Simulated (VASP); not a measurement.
# Si6Ru in VASP: single point with PBEsol

Aim: the single point of Si6Ru with PBEsol.

Everything below comes from runs of VASP 6.6.1. Logs are shortened: lines on timing, memory, paths and dates and some standing lists are left out, and cuts for length are marked.

## 1. The cell of the first run

The cell holds a slab with vacuum, 7 atoms: a = 3.842 Å, b = 3.842 Å, c = 25.791 Å, α = 90.00°, β = 90.00°, γ = 90.00°.

## 2. Single point, PBEsol, collinear spin, ferromagnetic start

File INCAR:

```
PREC = Accurate ; ENCUT = 520
EDIFF = 1E-6 ; ISMEAR = 0
SIGMA = 0.05 ; LREAL = F
LASPH = T ; NELM = 150
ALGO = Normal ; ISIF = 2
LWAVE = F ; LCHARG = F
ISPIN = 2 ; MAGMOM = 0 0 0 0 0 0 4
LORBIT = 11 ; LMAXMIX = 4
LDIPOL = T ; IDIPOL = 3
DIPOL = 0.5 0.5 0.479 ; GGA = PS
NBANDS = 32
```

File KPOINTS:

```
regular mesh
0
Gamma
  8 8 1
```

File POSCAR:

```
Si6Ru
1.0
    3.8417168269      0.0000000000      0.0000000000
    0.0000000000      3.8417168269      0.0000000000
    0.0000000000      0.0000000000     25.7912600493
Si Ru
6 1
Direct
    0.0000000000      0.5000000000      0.3295690084
    0.0000000000      0.0000000000      0.3822322752
    0.5000000000      0.0000000000      0.4348955421
    0.5000000000      0.5000000000      0.4865671962
    0.0000000000      0.5000000000      0.5376121095
    0.0000000000      0.0000000000      0.5985148898
    0.5000000000      0.5000000000      0.5858721024
```

Potentials or basis: VASP PAW PBE potentials, release 64 (Si, Ru_pv).

Command:

```console
$ cat potpaw_PBE.64/Si/POTCAR potpaw_PBE.64/Ru_pv/POTCAR > POTCAR
$ mpirun -np 1 vasp_std > vasp.out
```

OUTCAR:

```text
PREC = Accurate
   ENCUT = 520
   EDIFF = 1E-6
   ISMEAR = 0
   LREAL = F
   LASPH = T
   NELM = 150
   ISIF = 2
   ISPIN = 2
   LORBIT = 11
   GGA = PS

 ion  position               nearest neighbor table
   1  0.000  0.500  0.330-   2 2.35   2 2.35
   2  0.000  0.000  0.382-   1 2.35   1 2.35   3 2.35   3 2.35
   3  0.500  0.000  0.435-   4 2.34   4 2.34   2 2.35   2 2.35
   4  0.500  0.500  0.487-   5 2.33   5 2.33   3 2.34   3 2.34   7 2.56
   5  0.000  0.500  0.538-   7 2.29   7 2.29   4 2.33   4 2.33   6 2.48   6 2.48
   6  0.000  0.000  0.599-   5 2.48   5 2.48   7 2.74   7 2.74   7 2.74   7 2.74
   7  0.500  0.500  0.586-   5 2.29   5 2.29   4 2.56   6 2.74   6 2.74   6 2.74   6 2.74

  LATTYP: Found a simple tetragonal cell.
 ALAT       =     3.8417168269
 C/A-ratio  =     6.7134724425

  Lattice vectors:

 A1 = (   3.8417168269,   0.0000000000,   0.0000000000)
 A2 = (   0.0000000000,   3.8417168269,   0.0000000000)
 A3 = (   0.0000000000,   0.0000000000,  25.7912600493)

Analysis of symmetry for initial positions (statically):
=====================================================================
 Subroutine PRICEL returns:
 Original cell was already a primitive cell.

 Routine SETGRP: Setting up the symmetry group for a
 simple tetragonal supercell.

 Subroutine GETGRP returns: Found  4 space group operations
 (whereof  4 operations were pure point group operations)
 out of a pool of 16 trial point group operations.

The static configuration has the point symmetry C_2v.

Analysis of symmetry for dynamics (positions and initial velocities):
=====================================================================
 Subroutine PRICEL returns:
 Original cell was already a primitive cell.

 Routine SETGRP: Setting up the symmetry group for a
 simple tetragonal supercell.

 Subroutine GETGRP returns: Found  4 space group operations
 (whereof  4 operations were pure point group operations)
 out of a pool of 16 trial point group operations.

The dynamic configuration has the point symmetry C_2v.

Analysis of structural, dynamic, and magnetic symmetry:
=====================================================================
 Subroutine PRICEL returns:
 Original cell was already a primitive cell.

 Routine SETGRP: Setting up the symmetry group for a
 simple tetragonal supercell.

 Subroutine GETGRP returns: Found  4 space group operations
 (whereof  4 operations were pure point group operations)
 out of a pool of 16 trial point group operations.

[... 157 lines left out ...]
  ---------------------------------------------------
  free energy    TOTEN  =       -40.53057996 eV

  energy without entropy =      -40.52338192  energy(sigma->0) =      -40.52698094

 E-fermi :  -1.1717     XC(G=0):  -4.1500

 val. band max:       -1.1726635672   @ k =   0.0000   0.1250   0.0000
 cond. band min:      -1.1699898015   @ k =   0.3750   0.1250   0.0000
 fundamental gap:      0.0026737658
 Fermi energy:        -1.1716710286

 spin component 1

 k-point     1 :       0.0000    0.0000    0.0000
  band No.  band energies     occupation
      1     -43.5658      1.00000
      2     -43.3288      1.00000
      3     -43.2109      1.00000
      4     -13.0373      1.00000
      5     -11.7642      1.00000
      6     -10.1333      1.00000
[... 805 lines left out ...]
     30       4.8731      0.00000
     31       5.9109      0.00000

 [... further k-points ...]

 spin component 2

 k-point     1 :       0.0000    0.0000    0.0000
  band No.  band energies     occupation
      1     -43.5620      1.00000
      2     -43.3236      1.00000
      3     -43.2073      1.00000
      4     -13.0335      1.00000
      5     -11.7578      1.00000
      6     -10.1267      1.00000
[... 805 lines left out ...]
     30       4.8806      0.00000
     31       5.9226      0.00000

 [... further k-points ...]

 [bands above 31 left out]

------------------------ aborting loop because EDIFF is reached ----------------------------------------

 vacuum level on the upper side and lower side of the slab       (xc-potential included)        -0.282         0.281

  FORCE on cell =-STRESS in cart. coord.  units (eV):
  Direction    XX          YY          ZZ          XY          YZ          ZX
  --------------------------------------------------------------------------------------
  -------------------------------------------------------------------------------------
  Total       -4.7619391     -4.9565071      0.0335649      0.0000000      0.0000000      0.0000000
  in kB      -20.0433891    -20.8623418      0.1412772      0.0000000      0.0000000      0.0000000
  external PRESSURE =     -13.5881512 kB  Pullay stress =       0.0000000 kB

 VOLUME and BASIS-vectors are now :
 -----------------------------------------------------------------------------
  energy-cutoff  :      520.00
  volume of cell :      380.65
      direct lattice vectors                 reciprocal lattice vectors
     3.841716827  0.000000000  0.000000000     0.260300289  0.000000000  0.000000000
     0.000000000  3.841716827  0.000000000     0.000000000  0.260300289  0.000000000
     0.000000000  0.000000000 25.791260049     0.000000000  0.000000000  0.038772825

 POSITION                                       TOTAL-FORCE (eV/Angst)
 -----------------------------------------------------------------------------------
      0.00000      1.92086      8.50000         0.000000      0.000000      0.034018
      0.00000      0.00000      9.85825         0.000000      0.000000     -0.041955
      1.92086      0.00000     11.21650         0.000000      0.000000     -0.005415
      1.92086      1.92086     12.54918         0.000000      0.000000     -0.006966
      0.00000      1.92086     13.86569         0.000000      0.000000     -0.016050
      0.00000      0.00000     15.43645         0.000000      0.000000      0.003128
      1.92086      1.92086     15.11038         0.000000      0.000000      0.033239
 -----------------------------------------------------------------------------------
    total drift:                                0.000000      0.000000      0.000024

  FREE ENERGIE OF THE ION-ELECTRON SYSTEM (eV)
  ---------------------------------------------------
  free  energy   TOTEN  =       -40.5305799629 eV

  energy  without entropy=      -40.5233819228  energy(sigma->0) =      -40.52698094

 vacuum level on the upper side and lower side of the slab         3.795         4.369

 total charge

# of ion       s       p       d       tot
------------------------------------------
    1        0.856   0.721   0.000   1.577
    2        0.761   0.921   0.000   1.682
    3        0.768   0.910   0.000   1.678
    4        0.757   0.915   0.000   1.673
    5        0.756   0.947   0.000   1.704
    6        0.784   0.756   0.000   1.540
    7        0.309   6.176   6.229  12.714
--------------------------------------------------
tot          4.993  11.346   6.229  22.568

 magnetization (x)

# of ion       s       p       d       tot
------------------------------------------
    1        0.002   0.008   0.000   0.010
    2        0.001   0.003   0.000   0.004
    3        0.000   0.002   0.000   0.002
    4       -0.000   0.001   0.000   0.001
    5        0.000   0.001   0.000   0.001
    6        0.000   0.002   0.000   0.002
    7        0.000   0.000   0.006   0.006
--------------------------------------------------
tot          0.003   0.017   0.006   0.025
```

stdout:

```text
POSCAR found type information on POSCAR SiRu
 POSCAR found :  2 types and       7 ions
 scaLAPACK will be used
 -----------------------------------------------------------------------------
|                                                                             |
|                                                                             |
|     You enforced a specific xc type in the INCAR file but a different       |
|     I HOPE YOU KNOW WHAT YOU ARE DOING!                                     |
|                                                                             |
 -----------------------------------------------------------------------------

 LDA part: xc-table for (Slater+PW92), standard interpolation
 POSCAR, INCAR and KPOINTS ok, starting setup
 FFT: planning ... GRIDC
 FFT: planning ... GRID_SOFT
 FFT: planning ... GRID
 WAVECAR not read
 entering main loop
```

Run time: 40 min. Hardware: 1 thread of Oxide Virtual Turin-like, shared host; peak memory 0.8 GiB.

What came out:

* Free energy: -40.5306 eV
* Largest force: 0.042 eV/Å
* Net moment: 0.06 μB per cell
* Valence electrons inside the program's atomic spheres: Si 1.58, 1.68, 1.67, 1.70, 1.54 (each value once); Ru 12.71

Forces on the atoms (eV/Å):
```
Si   0.000  0.000  0.034
Si   0.000  0.000 -0.042
Si   0.000  0.000 -0.005
Si   0.000  0.000 -0.007
Si   0.000  0.000 -0.016
Si   0.000  0.000  0.003
Ru   0.000  0.000  0.033
```

Caveat: the PAW data sets were made with another functional, which shifts forces and pressure a little.
